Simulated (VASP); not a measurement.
# MgO (P1) in VASP: notebook, part 3 of 3

VASP 6.6.1. The steps go on from the part before.

### 4 Single point, PBEsol

File INCAR:

```
  PREC = Accurate
  ENCUT = 520
  EDIFF = 1E-6
  ISMEAR = -1
  SIGMA = 0.2241
  LREAL = Auto
  LASPH = True
  NELM = 100
  ALGO = Normal
  ISIF = 2
  LWAVE = False
  LCHARG = True
  GGA = PS
  LELF = True
  LVHAR = True
  NBANDS = 46
```

File KPOINTS:

```
Automatic mesh
0
Gamma
  2 2 2
  0.5 0.5 0.5
```

File POSCAR:

```
MgO
1.0
    3.5989185426      0.0000000000     -4.3129088730
    3.5989185426      0.0000000000      4.3129088730
    0.0000000001     -6.2335097682      0.0000000000
Mg O
8 8
Direct
    0.1098264367      0.8297588748      0.3574429307
    0.8775839656      0.6535184849      0.8573133273
    0.6200781865      0.3732930048      0.3222568143
    0.3598378951      0.1431326441      0.8062568580
    0.1340472876      0.3572597478      0.1319867989
    0.8655532277      0.1210573215      0.6517233711
    0.6203049191      0.8866261036      0.2121247979
    0.3909840646      0.6290973728      0.6718268128
    0.3593280797      0.6213904217      0.3315244664
    0.1125569434      0.4032941319      0.8192796979
    0.9063063626      0.1307560093      0.3218105168
    0.6340773388      0.8711651211      0.8661245752
    0.8783471133      0.6234507006      0.1894228202
    0.6244620841      0.3784886515      0.6439521472
    0.3866165084      0.1301909653      0.1381823454
    0.1313993363      0.8507690451      0.6730962421
```

Potentials or basis: VASP PAW PBE potentials, release 64 (Mg, O).

Command:

```
cat potpaw_PBE.64/Mg/POTCAR potpaw_PBE.64/O/POTCAR > POTCAR
mpirun -np 1 vasp_std > vasp.out
```

OUTCAR:

```text
PREC = Accurate
   ENCUT = 520
   EDIFF = 1E-6
   ISMEAR = -1
   LREAL = Auto
   LASPH = True
   NELM = 100
   ISIF = 2
   GGA = PS

 ion  position               nearest neighbor table
   1  0.110  0.830  0.357-  13 1.90  16 1.97   9 1.99  11 2.22  15 2.49   8 2.87   6 2.95   7 2.97
                             7 2.97   5 3.03   5 3.26   3 3.42   2 3.45   2 3.46   4 3.47
   2  0.878  0.654  0.857-  12 1.99  16 2.00  13 2.08  10 2.11  14 2.32   6 2.93   5 2.94   8 2.95
                             7 3.06   8 3.13   6 3.24   1 3.45   1 3.46   3 3.49   4 3.51
   3  0.620  0.373  0.322-  14 2.01  13 2.01  15 2.06   9 2.20  11 2.29   7 2.82   5 2.96   7 2.96
                             6 2.97   8 3.02   5 3.14   1 3.42   2 3.49   4 3.50
   4  0.360  0.143  0.806-  14 2.07  16 2.07  15 2.08  10 2.19  12 2.39   5 2.78   8 2.83   6 2.92
                             6 3.02   8 3.04   7 3.37   1 3.47   3 3.50   2 3.51
   5  0.134  0.357  0.132-  10 1.97  11 2.02  15 2.07   9 2.16  13 2.28   4 2.78   2 2.94   3 2.96
                             1 3.03   3 3.14   1 3.26   8 3.44   6 3.50   7 3.58
   6  0.866  0.121  0.652-  11 2.07  14 2.15  10 2.18  12 2.19  16 2.32   4 2.92   2 2.93   1 2.95
                             3 2.97   4 3.02   7 3.24   2 3.24   8 3.48   5 3.50
   7  0.620  0.887  0.212-  11 2.03   9 2.03  15 2.11  12 2.16  13 2.25   3 2.82   3 2.96   1 2.97
                             1 2.97   2 3.06   6 3.24   8 3.36   4 3.37   5 3.58
   8  0.391  0.629  0.672-  10 2.05  16 2.08  14 2.10  12 2.13   9 2.13   4 2.83   1 2.87   2 2.95
                             3 3.02   4 3.04   2 3.13   7 3.36   5 3.44   6 3.48
   9  0.359  0.621  0.332-   1 1.99   7 2.03   8 2.13   5 2.16   3 2.20
  10  0.113  0.403  0.819-   5 1.97   8 2.05   2 2.11   6 2.18   4 2.19
  11  0.906  0.131  0.322-   5 2.02   7 2.03   6 2.07   1 2.22   3 2.29
  12  0.634  0.871  0.866-   2 1.99   8 2.13   7 2.16   6 2.19   4 2.39
  13  0.878  0.623  0.189-   1 1.90   3 2.01   2 2.08   7 2.25   5 2.28
  14  0.624  0.378  0.644-   3 2.01   4 2.07   8 2.10   6 2.15   2 2.32
  15  0.387  0.130  0.138-   3 2.06   5 2.07   4 2.08   7 2.11   1 2.49
  16  0.131  0.851  0.673-   1 1.97   2 2.00   4 2.07   8 2.08   6 2.32

  LATTYP: Found a base centered orthorhombic cell.
 ALAT       =     7.1978370852
 B/A-ratio  =     1.1983902447
 C/A-ratio  =     0.8660254038

  Lattice vectors:

 A1 = (   3.5989185426,   0.0000000000,  -4.3129088730)
 A2 = (   3.5989185426,   0.0000000000,   4.3129088730)
 A3 = (   0.0000000001,  -6.2335097682,   0.0000000000)

Analysis of symmetry for initial positions (statically):
=====================================================================
 Subroutine PRICEL returns:
 Original cell was already a primitive cell.

 Routine SETGRP: Setting up the symmetry group for a
 base centered orthorhombic supercell.

 Subroutine GETGRP returns: Found  1 space group operations
 (whereof  1 operations were pure point group operations)
 out of a pool of  8 trial point group operations.

The static configuration has the point symmetry C_1 .

Analysis of symmetry for dynamics (positions and initial velocities):
=====================================================================
 Subroutine PRICEL returns:
 Original cell was already a primitive cell.

 Routine SETGRP: Setting up the symmetry group for a
 base centered orthorhombic supercell.

 Subroutine GETGRP returns: Found  1 space group operations
 (whereof  1 operations were pure point group operations)
 out of a pool of  8 trial point group operations.
[... 89 lines left out ...]
  0.250000 -0.250000  0.250000      2.000000
   k-points           NKPTS =      4   k-points in BZ     NKDIM =      4   number of bands    NBANDS=     46
   number of dos      NEDOS =    301   number of ions     NIONS =     16
   total plane-waves  NPLWV =  84672
   dimension x,y,z NGX =    42 NGY =   42 NGZ =   48
   dimension x,y,z NGXF=    84 NGYF=   84 NGZF=   96
   ions per type =               8   8
   NGX,Y,Z   is equivalent  to a cutoff of  12.43, 12.43, 12.80 a.u.
   NGXF,Y,Z  is equivalent  to a cutoff of  24.86, 24.86, 25.60 a.u.
 SYSTEM =  unknown system
   PREC   = accura    normal or accurate (medium, high low for compatibility)
   ISTART =      0    job   : 0-new  1-cont  2-samecut
   ICHARG =      2    charge: 1-file 2-atom 10-const
   ISPIN  =      1    spin polarized calculation?
   LNONCOLLINEAR =      F non collinear calculations
   LSORBIT =      F    spin-orbit coupling
   LASPH  =      T    aspherical Exc in radial PAW
   ENCUT  =  520.0 eV  38.22 Ry    6.18 a.u.  10.44 10.44 11.59*2*pi/ulx,y,z
   NELM   =    100;   NELMIN=  2; NELMDL= -5     # of ELM steps
   EDIFF  = 0.1E-05   stopping-criterion for ELM
   LREAL  =      T    real-space projection
   EDIFFG = 0.1E-04   stopping-criterion for IOM
   NSW    =      0    number of steps for IOM
   IBRION =     -1    ionic relax: 0-MD 1-quasi-New 2-CG
   NFREE  =      0    steps in history (QN), initial steepest desc. (CG)
   ISIF   =      2    stress and relaxation
   ISYM   =      2    0-nonsym 1-usesym 2-fastsym
   POTIM  = 0.5000    time-step for ionic-motion
   TEBEG  =    0.0;   TEEND  =   0.0 temperature during run
   PSTRESS=    0.0 pullay stress
   NELECT =      64.0000    total number of electrons
   NUPDOWN=      -1.0000    fix difference up-down
   EMIN   =  10.00;   EMAX   =-10.00  energy-range for DOS
   EFERMI =   0.00;   METHOD = LEGACY
   ISMEAR =    -1;   SIGMA  =   0.22  broadening in eV -4-tet -1-fermi 0-gaus
   EFERMI_NEDOS =   21; number of points for ismear=-14 and -15
   IALGO  =     38    algorithm
   IMIX   =      4    mixing-type and parameters
     AMIX     =   0.40;   BMIX     =  1.00
     AMIX_MAG =   1.60;   BMIX_MAG =  1.00
  volume/ion in A,a.u.               =      12.09        81.62
  Fermi-wavevector in a.u.,A,eV,Ry     =   1.132139  2.139433 17.439121  1.281739
  Thomas-Fermi vector in A             =   2.268840
   LORBIT       =      0    0 simple, 1 ext, 2 COOP (PROOUT), +10 PAW based schemes
   GGA     = PS    functional components
   LHFCALC =     F    Hartree Fock is set to
   AEXX    =    0.0000 exact exchange contribution
   IVDW    =     0    specifies the selected vdW correction
   LEPSILON=     F    determine dielectric tensor
   LRPA    =     F    only Hartree local field effects (RPA)
 non-spin polarized calculation
  energy-cutoff  :      520.00
  volume of cell :      193.51
 maximum number of plane-waves:      5216
 NGX is ok and might be reduce to    42
   NGX = 21   NGY = 21   NGZ = 23

 number of electron      64.0000000 magnetization

 Free energy of the ion-electron system (eV)
  ---------------------------------------------------
  ext. energy  EPLUGINS =         0.00000000
  ---------------------------------------------------
  free energy    TOTEN  =       -96.63883413 eV

  energy without entropy =      -96.63751335  energy(sigma->0) =      -96.63817374

 E-fermi :   3.3247     XC(G=0):  -9.8969

 val. band max:        1.1891575507   @ k =  -0.2500  -0.2500   0.2500
 cond. band min:       5.1927935028   @ k =  -0.2500   0.2500   0.2500
 fundamental gap:      4.0036359522
 Fermi energy:         3.3246848231

 k-point     1 :       0.2500    0.2500    0.2500
  band No.  band energies     occupation
      1     -15.0451      2.00000
      2     -14.6561      2.00000
      3     -14.5879      2.00000
      4     -14.4561      2.00000
      5     -14.3401      2.00000
      6     -14.1780      2.00000
[... 177 lines left out ...]
     43      10.9508      0.00000
     44      11.8792      0.00000
 [bands above 44 left out]

------------------------ aborting loop because EDIFF is reached ----------------------------------------

  FORCE on cell =-STRESS in cart. coord.  units (eV):
  Direction    XX          YY          ZZ          XY          YZ          ZX
  --------------------------------------------------------------------------------------
  -------------------------------------------------------------------------------------
  Total       -9.1986979     -9.3998507     -8.9705356      0.1192340      0.1262630     -0.0356039
  in kB      -76.1608881    -77.8263388    -74.2718114      0.9872018      1.0453985     -0.2947834
  external PRESSURE =     -76.0863461 kB  Pullay stress =       0.0000000 kB

 VOLUME and BASIS-vectors are now :
 -----------------------------------------------------------------------------
  energy-cutoff  :      520.00
  volume of cell :      193.51
      direct lattice vectors                 reciprocal lattice vectors
     3.598918543  0.000000000 -4.312908873     0.138930624  0.000000000 -0.115931037
     3.598918543  0.000000000  4.312908873     0.138930624  0.000000000  0.115931037
     0.000000000 -6.233509768  0.000000000     0.000000000 -0.160423267  0.000000000

 POSITION                                       TOTAL-FORCE (eV/Angst)
 -----------------------------------------------------------------------------------
      3.38149     -2.22812      3.10500         0.991414      0.700923      0.520857
      5.51031     -5.34407     -0.96637        -0.491738      0.006406     -0.758929
      3.57506     -2.00879     -1.06436         0.373625      0.276316      0.228566
      1.81015     -5.02581     -0.93463        -0.024166     -0.798728     -1.107968
      1.76817     -0.82274      0.96270         0.133031     -1.551185      0.422902
      3.55073     -4.06252     -3.21094         0.715332     -0.638578      0.515614
[... 8 lines left out ...]
      1.85995     -0.86136     -1.10594         0.216883     -0.690966      0.313554
      3.53474     -4.19575      3.10258         1.181399      0.035809      1.441015
 -----------------------------------------------------------------------------------
    total drift:                                0.008734      0.005682     -0.001533

  FREE ENERGIE OF THE ION-ELECTRON SYSTEM (eV)
  ---------------------------------------------------
  free  energy   TOTEN  =       -96.6388341321 eV

  energy  without entropy=      -96.6375133486  energy(sigma->0) =      -96.63817374
```

Wall time 2.1 min (1 thread of Intel Xeon 8259CL, shared host); peak memory 0.27 GiB.

Results:

```
Free energy            : -96.6388 eV
Pressure               : -7.6 GPa
Largest force          : 2.110 eV/Å
Band gap on the k mesh : 4.00 eV (least direct gap 4.02 eV)
```

Forces in eV/Å, atoms in the order of the input:
```
Mg   0.991  0.701  0.521
Mg  -0.492  0.006 -0.759
Mg   0.374  0.276  0.229
Mg  -0.024 -0.799 -1.108
Mg   0.133 -1.551  0.423
Mg   0.715 -0.639  0.516
Mg  -0.202  2.082 -0.276
Mg  -0.210 -0.041  0.311
O    0.675 -0.289 -0.724
O   -0.782 -0.006 -1.548
O   -1.276 -0.996  0.281
O    0.191  1.640  0.130
O   -0.925  0.908  0.296
O   -0.568 -0.638 -0.046
O    0.217 -0.691  0.314
O    1.181  0.036  1.441
```

Caveat: the k points lie up to 0.57 Å⁻¹ apart; the atoms stand as in a frame of molecular dynamics; the PAW data sets were made with another functional, which shifts forces and pressure a little; a shifted mesh leaves out Γ, where band edges can lie. A k mesh can miss the band edges.

### 5 The runs side by side

```csv
cell,gap on the mesh (eV),pressure (GPa),largest force (eV/Å)
"as given, atomic positions A",4.04,-4.9,2.74
"as given, atomic positions B",3.98,-6.6,2.45
"as given, atomic positions C",4.00,-7.6,2.11
```

Alike in all rows: task single point; level PBEsol; potentials or basis VASP PAW PBE potentials, release 64 (Mg, O); no spin polarisation; k mesh 2 × 2 × 2, shifted; cutoff (eV) 520; smearing fermi-dirac 0.2241 eV.

Caveats: all runs use coarse meshes; the atoms stand as in a frame of molecular dynamics; the PAW data sets were made with another functional, which shifts forces and pressure a little; a shifted mesh leaves out Γ, where band edges can lie.

Total energies depend on the potentials used, so only differences within one code and one set of settings carry meaning.
